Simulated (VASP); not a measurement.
A run of VASP 6.6.1 is set up as follows.

The input INCAR:

```
SYSTEM = FeO
PREC     = Accurate       ! precision mode
ENCUT    = 600            ! plane-wave cutoff, eV
EDIFF    = 1E-7           ! SCF threshold, eV
ISMEAR   = -1             ! smearing method
SIGMA    = 0.05           ! smearing width, eV
LREAL    = .False.        ! projectors in reciprocal space
LASPH    = .True.         ! aspherical terms in the spheres
NELM     = 150            ! most SCF steps
ALGO     = Normal         ! electronic algorithm
ISIF     = 3              ! what is computed and relaxed
LWAVE    = .False.        ! write WAVECAR
LCHARG   = .False.        ! write CHGCAR
ISPIN    = 2              ! spin polarisation
MAGMOM   = 3 0            ! initial moments
LORBIT   = 11             ! projections on sites
LMAXMIX  = 4              ! l up to which the mixer works
GGA      = RP             ! functional
IBRION   = 2              ! ionic algorithm
NSW      = 60             ! ionic steps
EDIFFG   = -0.01          ! ionic threshold
```

The input KPOINTS:

```
regular mesh
0
Gamma
  11 11 11
  0 0 0
```

Contents of POSCAR:

```
FeO
1.0
    0.0000000000      2.1554000000      2.1554000000
    2.1554000000      0.0000000000      2.1554000000
    2.1554000000      2.1554000000      0.0000000000
Fe O
1 1
Direct
    0.0000000000      0.0000000000      0.0000000000
    0.5000000000      0.5000000000      0.5000000000
```

Potentials or basis: VASP PAW PBE potentials, release 64 (Fe, O).

Command:

```sh
$ cat potpaw_PBE.64/Fe/POTCAR potpaw_PBE.64/O/POTCAR > POTCAR
$ mpirun -np 1 vasp_std > vasp.out
```

Problem. What does it give for the site moments?

Solution. Fe +3.63; O +0.29 μB.

Problem. Predict the relaxed cell.

Solution. a = 3.078 Å, b = 3.078 Å, c = 3.078 Å, α = 60.00°, β = 60.00°, γ = 60.00°.

Problem. Predict the band gap on the k mesh.

Solution. Zero (filled and empty bands overlap).

Problem. Estimate the relaxed volume.

Solution. 10.31 Å³/atom.

Final structure:
```xyz
2
Lattice="0.0000 2.1762 2.1762 2.1762 0.0000 2.1762 2.1762 2.1762 0.0000" Properties=species:S:1:pos:R:3 pbc="T T T"
Fe    0.0000    0.0000    0.0000
O     2.1762    2.1762    2.1762
```

Caveat: the PAW data sets were made with another functional, which shifts forces and pressure a little; a cell with one magnetic atom can't hold antiferromagnetic order, which such compounds often take; semilocal functionals often make such compounds metallic where correlation or magnetic order opens a gap, which also shifts bond lengths. Zero-point motion and thermal expansion aren't in these numbers.
